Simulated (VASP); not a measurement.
Set up this calculation in VASP 6.6.1, as the native input.

| Property | Result |
| --- | --- |
| Task | single point |
| Functional | PBE |
| Potentials or basis | VASP PAW PBE potentials, release 64 (Sn_d, Te) |
| Cutoff | 520 eV |
| k mesh | 12 × 12 × 6 |
| Occupations | gaussian, width 0.1 eV |
| Spin | no spin polarisation |
| Dipole correction | no |
| Further INCAR settings | ALGO = Normal; EDIFF = 1e-07; NBANDS = 28 |

The structure of SnTe lies in POSCAR:

```
SnTe
1.0
    4.3989429791      0.0000000000      0.0000000000
   -2.1994714895      3.8095963697      0.0000000000
    0.0000000000      0.0000000000      8.3496303142
Sn Te
2 2
Direct
    0.0000000000      0.0000000000      0.9763100522
    0.0000000000      0.0000000000      0.4763100522
    0.3333333333      0.6666666667      0.7736278009
    0.6666666667      0.3333333333      0.2736278009
```

One way to write it, as run:

INCAR

```
PREC = Accurate ; ENCUT = 520
EDIFF = 1E-7 ; ISMEAR = 0
SIGMA = 0.1 ; LREAL = F
LASPH = T ; NELM = 80
ALGO = Normal ; ISIF = 2
LWAVE = F ; LCHARG = T
GGA = PE ; LELF = T
LVHAR = T ; NBANDS = 28
```

KPOINTS

```
Automatic mesh
0
Gamma
  12 12 6
```

Potentials or basis: VASP PAW PBE potentials, release 64 (Sn_d, Te).

The run is started by

```sh
$ cat potpaw_PBE.64/Sn_d/POTCAR potpaw_PBE.64/Te/POTCAR > POTCAR
$ mpirun -np 1 vasp_std > vasp.out
```

Results of the run:

* Pressure: 0.0 GPa
* Largest force: 0.017 eV/Å
* Band gap on the k mesh: zero (bands 20 and 21 overlap by 0.11 eV)

Caveat: semilocal functionals underestimate gaps, so a narrow gap can read as zero; spin-orbit coupling is left out, which moves the levels of the heavy elements.

Wall time 5.3 min on 1 thread of Intel(R) Xeon(R) Platinum 8259CL CPU @ 2.50GHz (Skylake/Cascade Lake), with other jobs on the host, peak memory 0.44 GiB.
